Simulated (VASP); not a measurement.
# La2MoF (P-3m1) in VASP: single point with PBE

Aim: the single point of La2MoF with PBE.

Everything below comes from runs of VASP 6.6.1. Logs are shortened: lines on timing, memory, paths and dates and some standing lists are left out, and cuts for length are marked.

## Step 1: The cell of the first run

It takes space group P-3m1 (No. 164, trigonal). The conventional cell has a = 3.581 Å, b = 3.581 Å, c = 8.113 Å, α = 90.00°, β = 90.00°, γ = 120.00°. Within 3.7 Å of La (site symmetry 3m) lie 3 F at 2.81 Å and 3 Mo at 2.99 Å and 6 La at 3.58 Å. Mo (site symmetry -3m) has 6 La at 2.99 Å and 6 Mo at 3.58 Å within 3.9 Å. Within 3.7 Å of F (site symmetry -3m) lie 6 La at 2.81 Å and 6 F at 3.58 Å.

## Step 2: Single point, PBE

POSCAR

```
La2MoF
1.0
    3.5805152532      0.0000000000      0.0000000000
   -1.7902576266      3.1008171679      0.0000000000
    0.0000000000      0.0000000000      8.1133383459
La Mo F
2 1 1
Direct
    0.3333333333      0.6666666667      0.2659474281
    0.6666666667      0.3333333333      0.7340525719
    0.0000000000      0.0000000000      0.0000000000
    0.0000000000      0.0000000000      0.5000000000
```

INCAR.step1

```
PREC = Accurate
ENCUT = 520
EDIFF = 1E-6
ISMEAR = 0
SIGMA = 0.1
LREAL = False
LASPH = True
NELM = 60
ALGO = Normal
ISIF = 2
LWAVE = False
LCHARG = True
LMAXMIX = 6
GGA = PE
NBANDS = 30
```

KPOINTS.step1

```
Automatic mesh
0
Gamma
  12 12 6
```

INCAR.step2

```
PREC = Accurate
ENCUT = 520
EDIFF = 1E-6
ISMEAR = -5
SIGMA = 0.1
LREAL = False
LASPH = True
NELM = 60
ALGO = Normal
ISIF = 2
LWAVE = False
LCHARG = False
LMAXMIX = 6
GGA = PE
LORBIT = 10
NBANDS = 30
NEDOS = 1001
ICHARG = 11
```

KPOINTS.step2

```
Automatic mesh
0
Gamma
  18 18 9
```

Potentials or basis: VASP PAW PBE potentials, release 64 (La, Mo_sv, F).

Command:

```
> cat potpaw_PBE.64/La/POTCAR potpaw_PBE.64/Mo_sv/POTCAR potpaw_PBE.64/F/POTCAR > POTCAR
> cp INCAR.step1 INCAR
> cp KPOINTS.step1 KPOINTS
> mpirun -np 1 vasp_std > vasp.out
> cp INCAR.step2 INCAR
> cp KPOINTS.step2 KPOINTS
> mpirun -np 1 vasp_std > vasp.out
```

OUTCAR:

```text
PREC = Accurate
   ENCUT = 520
   EDIFF = 1E-6
   ISMEAR = -5
   LREAL = False
   LASPH = True
   NELM = 60
   ISIF = 2
   GGA = PE
   LORBIT = 10
   ICHARG = 11

 ion  position               nearest neighbor table
   1  0.333  0.667  0.266-   3 2.99   3 2.99   3 2.99
   2  0.667  0.333  0.734-   3 2.99   3 2.99   3 2.99
   3  0.000  0.000  0.000-   1 2.99   2 2.99   1 2.99   2 2.99   2 2.99   1 2.99
   4  0.000  0.000  0.500-

  LATTYP: Found a hexagonal cell.
 ALAT       =     3.5805152532
 C/A-ratio  =     2.2659694966

  Lattice vectors:

 A1 = (   3.5805152532,   0.0000000000,   0.0000000000)
 A2 = (  -1.7902576266,   3.1008171679,   0.0000000000)
 A3 = (   0.0000000000,   0.0000000000,   8.1133383459)

Analysis of symmetry for initial positions (statically):
=====================================================================
 Subroutine PRICEL returns:
 Original cell was already a primitive cell.

 Routine SETGRP: Setting up the symmetry group for a
 hexagonal supercell.

 Subroutine GETGRP returns: Found 12 space group operations
 (whereof 12 operations were pure point group operations)
 out of a pool of 24 trial point group operations.

The static configuration has the point symmetry D_3d.

Analysis of symmetry for dynamics (positions and initial velocities):
=====================================================================
 Subroutine PRICEL returns:
 Original cell was already a primitive cell.

 Routine SETGRP: Setting up the symmetry group for a
 hexagonal supercell.

 Subroutine GETGRP returns: Found 12 space group operations
 (whereof 12 operations were pure point group operations)
 out of a pool of 24 trial point group operations.

The dynamic configuration has the point symmetry D_3d.

 Subroutine INISYM returns: Found 12 space group operations
 (whereof 12 operations are pure point group operations),
 and found     1 'primitive' translations

----------------------------------------------------------------------------------------

                                     Primitive cell

  volume of cell :      90.0785

  direct lattice vectors                    reciprocal lattice vectors
     3.580515253  0.000000000  0.000000000     0.279289412  0.161247817  0.000000000
    -1.790257627  3.100817168  0.000000000     0.000000000  0.322495634  0.000000000
     0.000000000  0.000000000  8.113338346     0.000000000  0.000000000  0.123253827

  length of vectors
     3.580515253  3.580515253  8.113338346     0.322495634  0.322495634  0.123253827

  position of ions in fractional coordinates (direct lattice)
     0.333333333  0.666666667  0.265947428
     0.666666667  0.333333333  0.734052572
     0.000000000  0.000000000  0.000000000
     0.000000000  0.000000000  0.500000000

  ion indices of the primitive-cell ions
   primitive index   ion index
                 1           1
                 2           2
                 3           3
                 4           4

----------------------------------------------------------------------------------------

 KPOINTS: Automatic mesh

Automatic generation of k-mesh.
 Grid dimensions read from file:
 generate k-points for:   18   18    9

 Generating k-lattice:

  Cartesian coordinates                     Fractional coordinates (reciprocal lattice)
     0.015516078  0.008958212  0.000000000     0.055555556 -0.000000000  0.000000000
     0.000000000  0.017916424  0.000000000     0.000000000  0.055555556  0.000000000
     0.000000000  0.000000000  0.013694870     0.000000000  0.000000000  0.111111111

  Length of vectors
     0.017916424  0.017916424  0.013694870

  Shift w.r.t. Gamma in fractional coordinates (k-lattice)
     0.000000000  0.000000000  0.000000000

 TETIRR: Found   4263 inequivalent tetrahedra from    17496

 Subroutine IBZKPT returns following result:
 ===========================================

 Found    293 irreducible k-points:

 Following reciprocal coordinates:
            Coordinates               Weight
  0.000000  0.000000  0.000000      1.000000
  0.055556 -0.000000  0.000000      6.000000
  0.111111 -0.000000  0.000000      6.000000
  0.166667 -0.000000  0.000000      6.000000
  0.222222  0.000000  0.000000      6.000000
  0.277778  0.000000  0.000000      6.000000
[... 16 lines left out ...]
  0.333333  0.111111  0.000000     12.000000
  0.388889  0.111111  0.000000     12.000000
 [... further k-points ...]
   k-points           NKPTS =    293   k-points in BZ     NKDIM =    293   number of bands    NBANDS=     30
   number of dos      NEDOS =   1001   number of ions     NIONS =      4
   total plane-waves  NPLWV =  47040
   dimension x,y,z NGX =    28 NGY =   28 NGZ =   60
   dimension x,y,z NGXF=    56 NGYF=   56 NGZF=  120
   ions per type =               2   1   1
   NGX,Y,Z   is equivalent  to a cutoff of  13.00, 13.00, 12.29 a.u.
   NGXF,Y,Z  is equivalent  to a cutoff of  26.00, 26.00, 24.59 a.u.
 SYSTEM =  unknown system
   PREC   = accura    normal or accurate (medium, high low for compatibility)
   ISTART =      0    job   : 0-new  1-cont  2-samecut
   ICHARG =     11    charge: 1-file 2-atom 10-const
   ISPIN  =      1    spin polarized calculation?
   LNONCOLLINEAR =      F non collinear calculations
   LSORBIT =      F    spin-orbit coupling
   LASPH  =      T    aspherical Exc in radial PAW
   ENCUT  =  520.0 eV  38.22 Ry    6.18 a.u.   6.66  6.66 15.09*2*pi/ulx,y,z
   NELM   =     60;   NELMIN=  2; NELMDL=  0     # of ELM steps
   EDIFF  = 0.1E-05   stopping-criterion for ELM
   LREAL  =      F    real-space projection
   EDIFFG = 0.1E-04   stopping-criterion for IOM
   NSW    =      0    number of steps for IOM
   IBRION =     -1    ionic relax: 0-MD 1-quasi-New 2-CG
   NFREE  =      0    steps in history (QN), initial steepest desc. (CG)
   ISIF   =      2    stress and relaxation
   ISYM   =      2    0-nonsym 1-usesym 2-fastsym
   POTIM  = 0.5000    time-step for ionic-motion
   TEBEG  =    0.0;   TEEND  =   0.0 temperature during run
   PSTRESS=    0.0 pullay stress
   NELECT =      43.0000    total number of electrons
   NUPDOWN=      -1.0000    fix difference up-down
   EMIN   =  10.00;   EMAX   =-10.00  energy-range for DOS
   EFERMI =   0.00;   METHOD = LEGACY
   ISMEAR =    -5;   SIGMA  =   0.10  broadening in eV -4-tet -1-fermi 0-gaus
   EFERMI_NEDOS =   21; number of points for ismear=-14 and -15
   IALGO  =     38    algorithm
   IMIX   =      4    mixing-type and parameters
     AMIX     =   0.40;   BMIX     =  1.00
     AMIX_MAG =   1.60;   BMIX_MAG =  1.00
  volume/ion in A,a.u.               =      22.52       151.97
  Fermi-wavevector in a.u.,A,eV,Ry     =   1.279452  2.417813 22.272691  1.636997
  Thomas-Fermi vector in A             =   2.411936
   LORBIT       =     10    0 simple, 1 ext, 2 COOP (PROOUT), +10 PAW based schemes
   GGA     = PE    functional components
   LHFCALC =     F    Hartree Fock is set to
   AEXX    =    0.0000 exact exchange contribution
   IVDW    =     0    specifies the selected vdW correction
   LEPSILON=     F    determine dielectric tensor
   LRPA    =     F    only Hartree local field effects (RPA)
 non-spin polarized calculation
 Fermi weights with tetrahedron method with Bloechl corrections
  energy-cutoff  :      520.00
  volume of cell :       90.08
 maximum number of plane-waves:      2460
 NGX is ok and might be reduce to    28

 number of electron      42.9999987 magnetization

 Free energy of the ion-electron system (eV)
  ---------------------------------------------------
  ext. energy  EPLUGINS =         0.00000000
  ---------------------------------------------------
  free energy    TOTEN  =       -25.83664326 eV

  energy without entropy =      -25.83664326  energy(sigma->0) =      -25.83664326

 E-fermi :   9.0347     XC(G=0): -10.6038

 val. band max:        9.0294213573   @ k =   0.2778   0.0556   0.2222
 cond. band min:       9.0162776644   @ k =   0.3333   0.1111   0.1111
 fundamental gap:     -0.0131436930
 Fermi energy:         9.0346705061

 k-point     1 :       0.0000    0.0000    0.0000
  band No.  band energies     occupation
      1     -50.9001      2.00000
      2     -25.0301      2.00000
      3     -25.0301      2.00000
      4     -25.0301      2.00000
      5     -23.4615      2.00000
      6     -23.3214      2.00000
[... 22 lines left out ...]
     29      11.2571      0.00000
     30      11.2737      0.00000

 k-point     2 :       0.0556   -0.0000    0.0000
  band No.  band energies     occupation
      1     -50.8999      2.00000
      2     -25.0341      2.00000
      3     -25.0308      2.00000
      4     -25.0273      2.00000
      5     -23.4532      2.00000
      6     -23.3177      2.00000
[... 22 lines left out ...]
     29      11.2635      0.00000
     30      11.3388      0.00000

 k-point     3 :       0.1111   -0.0000    0.0000
  band No.  band energies     occupation
      1     -50.8993      2.00000
      2     -25.0456      2.00000
      3     -25.0330      2.00000
      4     -25.0194      2.00000
      5     -23.4293      2.00000
      6     -23.3070      2.00000
[... 22 lines left out ...]
     29      11.2960      0.00000
     30      11.3578      0.00000

 k-point     4 :       0.1667   -0.0000    0.0000
  band No.  band energies     occupation
      1     -50.8983      2.00000
      2     -25.0630      2.00000
      3     -25.0363      2.00000
      4     -25.0074      2.00000
      5     -23.3926      2.00000
      6     -23.2902      2.00000
[... 616 lines left out ...]
     29      11.4368      0.00000
     30      11.4838      0.00000

 k-point    23 :       0.3333    0.1111    0.0000
  band No.  band energies     occupation
      1     -50.8935      2.00000
      2     -25.1386      2.00000
      3     -25.0608      2.00000
      4     -24.9486      2.00000
      5     -23.2165      2.00000
      6     -23.1900      2.00000
[... 22 lines left out ...]
     29      11.4494      0.00000
     30      11.5115      0.00000

 k-point    24 :       0.3889    0.1111    0.0000
  band No.  band energies     occupation
      1     -50.8929      2.00000
      2     -25.1476      2.00000
      3     -25.0636      2.00000
      4     -24.9417      2.00000
      5     -23.2007      2.00000
      6     -23.1711      2.00000
[... 22 lines left out ...]
     29      11.4408      0.00000
     30      11.5475      0.00000

 [... further k-points ...]

------------------------ aborting loop because EDIFF is reached ----------------------------------------

  FORCE on cell =-STRESS in cart. coord.  units (eV):
  Direction    XX          YY          ZZ          XY          YZ          ZX
  --------------------------------------------------------------------------------------
  -------------------------------------------------------------------------------------
  Total        0.0084104      0.0084104     -0.0769320      0.0000000      0.0000000     -0.0000000
  in kB        0.1495903      0.1495903     -1.3683464      0.0000000      0.0000000     -0.0000000
  external PRESSURE =      -0.3563886 kB  Pullay stress =       0.0000000 kB

 VOLUME and BASIS-vectors are now :
 -----------------------------------------------------------------------------
  energy-cutoff  :      520.00
  volume of cell :       90.08
      direct lattice vectors                 reciprocal lattice vectors
     3.580515253  0.000000000  0.000000000     0.279289412  0.161247817  0.000000000
    -1.790257627  3.100817168  0.000000000     0.000000000  0.322495634  0.000000000
     0.000000000  0.000000000  8.113338346     0.000000000  0.000000000  0.123253827

 POSITION                                       TOTAL-FORCE (eV/Angst)
 -----------------------------------------------------------------------------------
     -0.00000      2.06721      2.15772        -0.000000      0.000000     -0.005613
      1.79026      1.03361      5.95562        -0.000000      0.000000      0.005613
      0.00000      0.00000      0.00000         0.000000      0.000000      0.000000
      0.00000      0.00000      4.05667         0.000000      0.000000      0.000000
 -----------------------------------------------------------------------------------
    total drift:                                0.000000     -0.000000     -0.000000

  FREE ENERGIE OF THE ION-ELECTRON SYSTEM (eV)
  ---------------------------------------------------
  free  energy   TOTEN  =       -25.8366432621 eV

  energy  without entropy=      -25.8366432621  energy(sigma->0) =      -25.83664326

 total charge

# of ion       s       p       d       f       tot
--------------------------------------------------
    1        2.051   5.563   0.986   0.163   8.763
    2        2.051   5.563   0.986   0.163   8.763
    3        2.346   6.033   4.074   0.000  12.452
    4        1.741   4.324   0.000   0.000   6.064
--------------------------------------------------
tot          8.188  21.482   6.046   0.326  36.043
```

Wall time 23 min (1 thread of Oxide Virtual Turin-like, shared host); peak memory 0.82 GiB.

What came out:

* Valence electrons inside the program's atomic spheres: La 8.76; Mo 12.45; F 6.06

Levels at points of the mesh, in eV from the Fermi level:
| k point | band 19 | band 20 | band 21 | band 22 | band 23 | band 24 |
| --- | --- | --- | --- | --- | --- | --- |
| (0.00, 0.00, 0.00) | -0.99 | -0.54 | -0.54 | -0.40 | -0.40 | 1.33 |
| (0.50, 0.00, 0.00) | -0.72 | -0.67 | -0.30 | 0.32 | 1.14 | 1.60 |

Caveat: spin-orbit coupling is left out, which moves the levels of the heavy elements.
